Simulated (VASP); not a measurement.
Here is a VASP 6.6.1 calculation.

INCAR

```
  PREC = Accurate
  ENCUT = 600
  EDIFF = 1E-6
  ISMEAR = -1
  SIGMA = 0.05
  LREAL = False
  LASPH = True
  NELM = 150
  ALGO = Normal
  ISIF = 3
  LWAVE = False
  LCHARG = False
  ISPIN = 2
  MAGMOM = 3 0
  LORBIT = 11
  LMAXMIX = 4
  GGA = RP
  IBRION = 2
  NSW = 80
  EDIFFG = -0.02
```

Contents of KPOINTS:

```
Automatic mesh
0
Gamma
  11 11 11
```

The input POSCAR:

```
FeO
1.0
    0.0000000000      2.1554000000      2.1554000000
    2.1554000000      0.0000000000      2.1554000000
    2.1554000000      2.1554000000      0.0000000000
Fe O
1 1
Direct
    0.0000000000      0.0000000000      0.0000000000
    0.5000000000      0.5000000000      0.5000000000
```

Potentials or basis: VASP PAW PBE potentials, release 64 (Fe, O).

Run with:

```bash
$ cat potpaw_PBE.64/Fe/POTCAR potpaw_PBE.64/O/POTCAR > POTCAR
$ mpirun -np 1 vasp_std > vasp.out
```

(1) Estimate the band gap on the k mesh.

(2) Estimate the net moment.

Results:

(1) zero (filled and empty bands overlap).

(2) 4.00 μB per cell.

Caveat: a cell with one magnetic atom can't hold antiferromagnetic order, which such compounds often take; semilocal functionals often make such compounds metallic where correlation or magnetic order opens a gap, which also shifts bond lengths.
